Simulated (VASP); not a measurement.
# Au: single point with PBEsol

Crystal: Au.

```
CELL_PARAMETERS angstrom
-1.62107 1.62107 1.70213
1.62107 -1.62107 1.70213
1.62107 1.62107 -1.70213
ATOMIC_POSITIONS crystal
Au 0.00000 0.00000 0.00000
```

This cell differs from its parent crystal: strain +0.000 along x and y, +0.050 along z.

```yaml
Program: VASP 6.6.1
Task: single point
Functional: PBEsol
Potentials_or_basis: VASP PAW PBE potentials, release 64 (Au)
Cutoff: 520 eV
k_mesh: 26 × 26 × 26
Occupations: gaussian, width 0.15 eV
Spin: no spin polarisation
```

```json
{
  "Pressure": "-7.4 GPa"
}
```

Stress tensor (GPa, compression positive):
```
-7.48  0.00  0.00
 0.00 -7.48  0.00
 0.00  0.00 -7.15
```

Levels at points of the mesh, in eV from the Fermi level:
| k point | band 4 | band 5 | band 6 | band 7 | band 8 | band 9 |
| --- | --- | --- | --- | --- | --- | --- |
| (0.00, 0.00, 0.00) | -4.39 | -2.97 | -2.64 | 15.97 | 16.76 | 16.76 |
| (0.50, 0.00, 0.00) | -2.58 | -1.40 | -0.57 | 3.16 | 12.56 | 13.92 |
| (0.50, 0.50, 0.00) | -2.49 | -1.33 | -0.29 | 3.54 | 11.87 | 12.84 |
| (0.50, 0.50, 0.50) | -1.69 | -1.69 | 5.32 | 6.67 | 6.67 | 9.02 |

It took 100 s on 1 thread of Intel(R) Xeon(R) 6975P-C (Granite Rapids), on a shared host, peak memory 0.37 GiB.

Caveat: the cell differs from its parent crystal (strain +0.000 along x and y, +0.050 along z); the PAW data sets were made with another functional, which shifts forces and pressure a little; spin-orbit coupling is left out, which moves the levels of the heavy elements.
